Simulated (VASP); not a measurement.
# Cu (P6_3/mmc) in VASP: a series of runs

Cu is run at these levels: revPBE; tasks: single point.

All numbers are computed with VASP 6.6.1; they aren't measurements. Logs are shortened: lines on timing, memory, paths and dates and some standing lists are left out, and cuts for length are marked.

## 1. The cell of the first run

Symmetry: P6_3/mmc, No. 194, hexagonal system. The conventional cell has a = 2.624 Å, b = 2.624 Å, c = 8.567 Å, α = 90.00°, β = 90.00°, γ = 120.00°. Within 3.5 Å of Cu (site symmetry -3m) lie 12 Cu at 2.62 Å. Within 3.5 Å of Cu (site symmetry -6m2) lie 12 Cu at 2.62 Å.

This isn't the form of Cu at room conditions, which is fcc.

## 2. Single point, revPBE (12.77 Å³/atom)

File INCAR:

```
PREC     = Accurate       # precision mode
ENCUT    = 520            # plane-wave cutoff, eV
EDIFF    = 1E-7           # SCF threshold, eV
ISMEAR   = -1             # smearing method
SIGMA    = 0.1            # smearing width, eV
LREAL    = False          # projectors in reciprocal space
LASPH    = True           # aspherical terms in the spheres
NELM     = 80             # most SCF steps
ALGO     = Normal         # electronic algorithm
ISIF     = 2              # what is computed and relaxed
LWAVE    = False          # write WAVECAR
LCHARG   = True           # write CHGCAR
GGA      = RE             # functional
LELF     = True           # ELF
LVHAR    = True         
NBANDS   = 30             # bands
```

File KPOINTS:

```
regular mesh
0
Gamma
  16 16 5
```

File POSCAR:

```
Cu
1.0
    2.6238184473      0.0000000000      0.0000000000
   -1.3119092237      2.2722934303      0.0000000000
    0.0000000000      0.0000000000      8.5672569852
Cu
4
Direct
    0.0000000000      0.0000000000      0.0000000000
    0.0000000000      0.0000000000      0.5000000000
    0.3333333333      0.6666666667      0.2500000000
    0.6666666667      0.3333333333      0.7500000000
```

Potentials or basis: VASP PAW PBE potentials, release 64 (Cu).

Started as:

```sh
$ cat potpaw_PBE.64/Cu/POTCAR > POTCAR
$ mpirun -np 1 vasp_std > vasp.out
```

OUTCAR:

```text
PREC = Accurate
   ENCUT = 520
   EDIFF = 1E-7
   ISMEAR = -1
   LREAL = False
   LASPH = True
   NELM = 80
   ISIF = 2
   GGA = RE

 ion  position               nearest neighbor table
   1  0.000  0.000  0.000-   3 2.62   4 2.62   4 2.62   3 2.62   4 2.62   3 2.62
   2  0.000  0.000  0.500-   3 2.62   4 2.62   4 2.62   3 2.62   4 2.62   3 2.62
   3  0.333  0.667  0.250-   1 2.62   2 2.62   1 2.62   2 2.62   1 2.62   2 2.62
   4  0.667  0.333  0.750-   1 2.62   2 2.62   1 2.62   2 2.62   1 2.62   2 2.62

  LATTYP: Found a hexagonal cell.
 ALAT       =     2.6238184473
 C/A-ratio  =     3.2651866573

  Lattice vectors:

 A1 = (   2.6238184473,   0.0000000000,   0.0000000000)
 A2 = (  -1.3119092237,   2.2722934303,   0.0000000000)
 A3 = (   0.0000000000,   0.0000000000,   8.5672569852)

Analysis of symmetry for initial positions (statically):
=====================================================================
 Subroutine PRICEL returns:
 Original cell was already a primitive cell.

 Routine SETGRP: Setting up the symmetry group for a
 hexagonal supercell.

 Subroutine GETGRP returns: Found 24 space group operations
 (whereof 12 operations were pure point group operations)
 out of a pool of 24 trial point group operations.

The static configuration has the point symmetry D_3d.
 The point group associated with its full space group is D_6h.

Analysis of symmetry for dynamics (positions and initial velocities):
=====================================================================
 Subroutine PRICEL returns:
 Original cell was already a primitive cell.

 Routine SETGRP: Setting up the symmetry group for a
 hexagonal supercell.

 Subroutine GETGRP returns: Found 24 space group operations
 (whereof 12 operations were pure point group operations)
 out of a pool of 24 trial point group operations.

The dynamic configuration has the point symmetry D_3d.
 The point group associated with its full space group is D_6h.

 Subroutine INISYM returns: Found 24 space group operations
 (whereof 12 operations are pure point group operations),
 and found     1 'primitive' translations

----------------------------------------------------------------------------------------

                                     Primitive cell

  volume of cell :      51.0787

  direct lattice vectors                    reciprocal lattice vectors
     2.623818447  0.000000000  0.000000000     0.381123931  0.220042004  0.000000000
    -1.311909224  2.272293430  0.000000000     0.000000000  0.440084008  0.000000000
     0.000000000  0.000000000  8.567256985     0.000000000  0.000000000  0.116723474

  length of vectors
     2.623818447  2.623818447  8.567256985     0.440084008  0.440084008  0.116723474

  position of ions in fractional coordinates (direct lattice)
     0.000000000  0.000000000  0.000000000
     0.000000000  0.000000000  0.500000000
     0.333333333  0.666666667  0.250000000
     0.666666667  0.333333333  0.750000000

  ion indices of the primitive-cell ions
   primitive index   ion index
                 1           1
                 2           2
                 3           3
                 4           4

----------------------------------------------------------------------------------------

 KPOINTS: regular mesh

Automatic generation of k-mesh.
 Grid dimensions read from file:
 generate k-points for:   16   16    5

 Generating k-lattice:

  Cartesian coordinates                     Fractional coordinates (reciprocal lattice)
     0.023820246  0.013752625  0.000000000     0.062500000  0.000000000  0.000000000
     0.000000000  0.027505250  0.000000000     0.000000000  0.062500000  0.000000000
     0.000000000  0.000000000  0.023344695     0.000000000  0.000000000  0.200000000

  Length of vectors
     0.027505250  0.027505250  0.023344695

  Shift w.r.t. Gamma in fractional coordinates (k-lattice)
     0.000000000  0.000000000  0.000000000

 Subroutine IBZKPT returns following result:
 ===========================================

 Found     90 irreducible k-points:

 Following reciprocal coordinates:
            Coordinates               Weight
  0.000000  0.000000  0.000000      1.000000
  0.062500  0.000000  0.000000      6.000000
  0.125000  0.000000  0.000000      6.000000
  0.187500 -0.000000  0.000000      6.000000
  0.250000  0.000000  0.000000      6.000000
  0.312500  0.000000  0.000000      6.000000
[... 16 lines left out ...]
  0.187500  0.187500  0.000000      6.000000
  0.250000  0.187500  0.000000     12.000000
 [... further k-points ...]
   k-points           NKPTS =     90   k-points in BZ     NKDIM =     90   number of bands    NBANDS=     30
   number of dos      NEDOS =    301   number of ions     NIONS =      4
   total plane-waves  NPLWV =  25600
   dimension x,y,z NGX =    20 NGY =   20 NGZ =   64
   dimension x,y,z NGXF=    40 NGYF=   40 NGZF=  128
   ions per type =               4
   NGX,Y,Z   is equivalent  to a cutoff of  12.67, 12.67, 12.42 a.u.
   NGXF,Y,Z  is equivalent  to a cutoff of  25.34, 25.34, 24.84 a.u.
 SYSTEM =  unknown system
   PREC   = accura    normal or accurate (medium, high low for compatibility)
   ISTART =      0    job   : 0-new  1-cont  2-samecut
   ICHARG =      2    charge: 1-file 2-atom 10-const
   ISPIN  =      1    spin polarized calculation?
   LNONCOLLINEAR =      F non collinear calculations
   LSORBIT =      F    spin-orbit coupling
   LASPH  =      T    aspherical Exc in radial PAW
   ENCUT  =  520.0 eV  38.22 Ry    6.18 a.u.   4.88  4.88 15.93*2*pi/ulx,y,z
   NELM   =     80;   NELMIN=  2; NELMDL= -5     # of ELM steps
   EDIFF  = 0.1E-06   stopping-criterion for ELM
   LREAL  =      F    real-space projection
   EDIFFG = 0.1E-05   stopping-criterion for IOM
   NSW    =      0    number of steps for IOM
   IBRION =     -1    ionic relax: 0-MD 1-quasi-New 2-CG
   NFREE  =      0    steps in history (QN), initial steepest desc. (CG)
   ISIF   =      2    stress and relaxation
   ISYM   =      2    0-nonsym 1-usesym 2-fastsym
   POTIM  = 0.5000    time-step for ionic-motion
   TEBEG  =    0.0;   TEEND  =   0.0 temperature during run
   PSTRESS=    0.0 pullay stress
   NELECT =      44.0000    total number of electrons
   NUPDOWN=      -1.0000    fix difference up-down
   EMIN   =  10.00;   EMAX   =-10.00  energy-range for DOS
   EFERMI =   0.00;   METHOD = LEGACY
   ISMEAR =    -1;   SIGMA  =   0.10  broadening in eV -4-tet -1-fermi 0-gaus
   EFERMI_NEDOS =   21; number of points for ismear=-14 and -15
   IALGO  =     38    algorithm
   IMIX   =      4    mixing-type and parameters
     AMIX     =   0.40;   BMIX     =  1.00
     AMIX_MAG =   1.60;   BMIX_MAG =  1.00
  volume/ion in A,a.u.               =      12.77        86.17
  Fermi-wavevector in a.u.,A,eV,Ry     =   1.557683  2.943594 33.012851  2.426376
  Thomas-Fermi vector in A             =   2.661297
   LORBIT       =      0    0 simple, 1 ext, 2 COOP (PROOUT), +10 PAW based schemes
   GGA     = RE    functional components
   LHFCALC =     F    Hartree Fock is set to
   AEXX    =    0.0000 exact exchange contribution
   IVDW    =     0    specifies the selected vdW correction
   LEPSILON=     F    determine dielectric tensor
   LRPA    =     F    only Hartree local field effects (RPA)
 non-spin polarized calculation
  energy-cutoff  :      520.00
  volume of cell :       51.08
 maximum number of plane-waves:      1400
 NGX is ok and might be reduce to    20
   NGX =  9   NGY =  9   NGZ = 31

 number of electron      44.0000008 magnetization

 Free energy of the ion-electron system (eV)
  ---------------------------------------------------
  ext. energy  EPLUGINS =         0.00000000
  ---------------------------------------------------
  free energy    TOTEN  =       -13.38785491 eV

  energy without entropy =      -13.34253451  energy(sigma->0) =      -13.36519471

 E-fermi :   6.7382     XC(G=0): -12.1772

 val. band max:        6.7363732802   @ k =   0.5000   0.0000   0.4000
 cond. band min:       6.7760494649   @ k =   0.4375   0.0000   0.0000
 fundamental gap:      0.0396761847
 Fermi energy:         6.7381740533

 k-point     1 :       0.0000    0.0000    0.0000
  band No.  band energies     occupation
      1      -1.9948      2.00000
      2       0.0195      2.00000
      3       0.0261      2.00000
      4       2.1206      2.00000
      5       3.7636      2.00000
      6       3.7664      2.00000
[... 22 lines left out ...]
     29      27.5022      0.00000
     30      27.5026      0.00000

 k-point     2 :       0.0625    0.0000    0.0000
  band No.  band energies     occupation
      1      -1.8751      2.00000
      2       0.1273      2.00000
      3       0.1338      2.00000
      4       2.1899      2.00000
      5       3.7070      2.00000
      6       3.7390      2.00000
[... 22 lines left out ...]
     29      26.2155      0.00000
     30      26.6674      0.00000

 k-point     3 :       0.1250    0.0000    0.0000
  band No.  band energies     occupation
      1      -1.5202      2.00000
      2       0.4412      2.00000
      3       0.4475      2.00000
      4       2.3817      2.00000
      5       3.5879      2.00000
      6       3.6706      2.00000
[... 22 lines left out ...]
     29      24.0566      0.00000
     30      24.0762      0.00000

 k-point     4 :       0.1875   -0.0000    0.0000
  band No.  band energies     occupation
      1      -0.9439      2.00000
      2       0.9258      2.00000
      3       0.9317      2.00000
      4       2.6408      2.00000
      5       3.4671      2.00000
      6       3.5704      2.00000
[... 616 lines left out ...]
     29      16.1702      0.00000
     30      16.5781      0.00000

 k-point    23 :       0.1875    0.1875    0.0000
  band No.  band energies     occupation
      1       0.9332      2.00000
      2       2.1877      2.00000
      3       2.1930      2.00000
      4       3.1400      2.00000
      5       3.1672      2.00000
      6       3.2752      2.00000
[... 22 lines left out ...]
     29      17.9179      0.00000
     30      18.0447      0.00000

 k-point    24 :       0.2500    0.1875    0.0000
  band No.  band energies     occupation
      1       1.7592      2.00000
      2       2.5043      2.00000
      3       2.5142      2.00000
      4       3.0814      2.00000
      5       3.0922      2.00000
      6       3.2894      2.00000
[... 22 lines left out ...]
     29      15.6917      0.00000
     30      17.3288      0.00000

 [... further k-points ...]

------------------------ aborting loop because EDIFF is reached ----------------------------------------

  FORCE on cell =-STRESS in cart. coord.  units (eV):
  Direction    XX          YY          ZZ          XY          YZ          ZX
  --------------------------------------------------------------------------------------
  -------------------------------------------------------------------------------------
  Total       -1.2844194     -1.2844194     -1.2754770      0.0000000      0.0000000      0.0000000
  in kB      -40.2881629    -40.2881629    -40.0076681      0.0000000      0.0000000      0.0000000
  external PRESSURE =     -40.1946646 kB  Pullay stress =       0.0000000 kB

 VOLUME and BASIS-vectors are now :
 -----------------------------------------------------------------------------
  energy-cutoff  :      520.00
  volume of cell :       51.08
      direct lattice vectors                 reciprocal lattice vectors
     2.623818447  0.000000000  0.000000000     0.381123931  0.220042004  0.000000000
    -1.311909224  2.272293430  0.000000000     0.000000000  0.440084008  0.000000000
     0.000000000  0.000000000  8.567256985     0.000000000  0.000000000  0.116723474

 POSITION                                       TOTAL-FORCE (eV/Angst)
 -----------------------------------------------------------------------------------
      0.00000      0.00000      0.00000         0.000000      0.000000     -0.000000
      0.00000      0.00000      4.28363         0.000000      0.000000     -0.000000
     -0.00000      1.51486      2.14181        -0.000000      0.000000      0.000000
      1.31191      0.75743      6.42544         0.000000     -0.000000      0.000000
 -----------------------------------------------------------------------------------
    total drift:                                0.000000     -0.000000      0.000000

  FREE ENERGIE OF THE ION-ELECTRON SYSTEM (eV)
  ---------------------------------------------------
  free  energy   TOTEN  =       -13.3878549119 eV

  energy  without entropy=      -13.3425345145  energy(sigma->0) =      -13.36519471
```

Run time: 3.8 min. Hardware: 1 thread of Intel Xeon 8259CL, shared host; peak memory 0.23 GiB.

What came out:

| Quantity | Value |
| --- | --- |
| Free energy | -13.3879 eV |
| Pressure | -4.0 GPa |
| Band gap on the k mesh | zero (bands 22 and 23 overlap by 5.00 eV) |

Caveat: the cell stands under tension; the PAW data sets were made with another functional, which shifts forces and pressure a little.

[end of part 1 of 2]
